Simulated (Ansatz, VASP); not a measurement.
## GaP: VASP beside Ansatz

```
Ga P
1.0
     2.60235    2.60235    0.00000
    -2.60235    2.60235    0.00000
     0.00000    2.60235    2.60235
Ga P
1 1
Direct
  0.00000 0.00000 0.00000
  0.75000 0.25000 0.50000
```

Alike in both runs: task single point; functional PBEsol; k mesh 8 × 8 × 8; non-collinear spin, spin-orbit coupling.

|  | VASP | Ansatz |
| --- | --- | --- |
| version | VASP 6.6.1 | Ansatz 0.2.0 |
| potentials or method | VASP PAW PBE potentials, release 64 (Ga_d, P), cutoff 520 eV | all-electron LAPW |
| occupations | gaussian, width 0.01 eV | fixed |

VASP gave:

```
pressure (GPa)           : 14.7
net moment per atom (μB) : 0.00
```

Question: Which values does Ansatz return?

Answer: Pressure (GPa): 14.9; net moment per atom (μB): 0.00.

VASP's potentials were made for PBE, not for PBEsol. Ansatz ran all-electron here, and VASP with PAW potentials.
